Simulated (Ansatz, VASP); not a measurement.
One calculation of HfO2, two programs

File INCAR:

```
SYSTEM = HfO2
PREC = Accurate
ENCUT = 520
EDIFF = 1E-6
ISMEAR = -1
SIGMA = 0.01
LREAL = .False.
LASPH = .True.
NELM = 60
ALGO = Normal
ISIF = 2
LWAVE = .False.
LCHARG = .False.
GGA = PE
NBANDS = 18
```

File KPOINTS:

```
regular mesh
0
Gamma
  9 9 9
  0 0 0
```

The input POSCAR:

```
HfO2
1.0
    0.0000000000      2.5830750000      2.5575000000
    2.5830750000      0.0000000000      2.5575000000
    2.5830750000      2.5830750000      0.0000000000
Hf O
1 2
Direct
    0.0000000000      0.0000000000      0.0000000000
    0.2500000000      0.2500000000      0.2500000000
    0.7500000000      0.7500000000      0.7500000000
```

Input for Ansatz:

```yaml
crystal:
  lattice:
    - [0.0, 2.583075, 2.5575]
    - [2.583075, 0.0, 2.5575]
    - [2.583075, 2.583075, 0.0]
  atoms:
    - { symbol: Hf, position: [0.0, 0.0, 0.0] }
    - { symbol: O, position: [0.25, 0.25, 0.25] }
    - { symbol: O, position: [0.75, 0.75, 0.75] }
kpoints:
  mp_grid: { grid: [9, 9, 9] }
  band_path:
    path:
      - [0.0, 0.0, 0.0]
      - [0.0, 0.5, 0.5]
      - [0.25, 0.75, 0.5]
      - [0.0, 0.5, 0.0]
      - [0.0, 0.0, 0.0]
      - [0.5, 0.5, 0.0]
      - [0.3775125, 0.6224875, 0.0]
      - [-0.3775125, 0.3775125, 0.0]
      - [0.0, 0.0, 0.0]
    npoints: 5
scf:
  occupations: { method: fermi_dirac, width: 0.01 }
hamiltonian:
  xc: pbe
  pseudopotentials: { kind: all_electron, lapw: { basis_error: 0.001 } }
output:
  forces: true
  stress: true
  eigenvalues: true
```

Change from the starting cell: equal xx and yy strain of +1 %.

Alike in both runs: task single point; functional PBE; k mesh 9 × 9 × 9; occupations fermi-dirac, width 0.01 eV; no spin polarisation.

|  | VASP | Ansatz |
| --- | --- | --- |
| version | VASP 6.6.1 | Ansatz 0.2.0 |
| potentials or method | VASP PAW PBE potentials, release 64 (Hf_pv, O), cutoff 520 eV | all-electron LAPW, scalar-relativistic |

VASP gave:

```
gap on the k mesh at the Fermi level (eV)                     : 3.70
pressure (GPa)                                                : -10.3
traceless stress, the component that is largest in VASP (GPa) : 2.92
```

Question: What did Ansatz give for the same quantities?

Answer: gap on the k mesh at the Fermi level (eV): 3.70; pressure (GPa): -6.9; traceless stress, the component that is largest in VASP (GPa): 2.87.

Ansatz ran all-electron here, and VASP with PAW potentials.

Neither program's run includes spin-orbit coupling.
